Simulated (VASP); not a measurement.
Wanted: the native input for a VASP 6.6.1 run.

```yaml
Task: single point
Functional: PBE
Potentials_or_basis: VASP PAW PBE potentials, release 64 (Ru_pv)
Cutoff: 520 eV
k_mesh: 17 × 17 × 17
Occupations: fermi-dirac, width 0.0612256 eV
Spin: no spin polarisation
Dipole_correction: no
Further_INCAR_settings: ALGO = Normal; EDIFF = 1e-06; NBANDS = 13
```

The structure of Ru lies in POSCAR:

```
Ru
1.0
    0.0000000000      1.9430366547      1.9430366547
    1.9430366547      0.0000000000      1.9430366547
    1.9430366547      1.9430366547      0.0000000000
Ru
1
Direct
    0.0000000000      0.0000000000      0.0000000000
```

This isn't the form of Ru at room conditions, which is hcp.

The input as run:

INCAR

```
SYSTEM = Ru
ALGO = Normal ; EDIFF = 1E-6
ENCUT = 520 ; GGA = PE
ISIF = 2 ; ISMEAR = -1
LASPH = .TRUE. ; LCHARG = .TRUE.
LELF = .TRUE. ; LREAL = .FALSE.
LVHAR = .TRUE. ; LWAVE = .FALSE.
NBANDS = 13 ; NELM = 60
PREC = Accurate ; SIGMA = 0.06122561905347299
```

KPOINTS

```
k-points
0
G
  17 17 17
  0 0 0
```

Potentials or basis: VASP PAW PBE potentials, release 64 (Ru_pv).

The run is started by

```sh
$ cat potpaw_PBE.64/Ru_pv/POTCAR > POTCAR
$ mpirun -np 1 vasp_std > vasp.out
```

Results of the run:

| Property | Result |
| --- | --- |
| Pressure | -15.5 GPa |
| Band gap on the k mesh | zero (bands 7 and 8 overlap by 3.04 eV) |

Caveat: the cell stands under tension.

Run time: 35 s on 1 thread of Intel Xeon 8259CL, with other jobs on the host, peak memory 0.15 GiB.
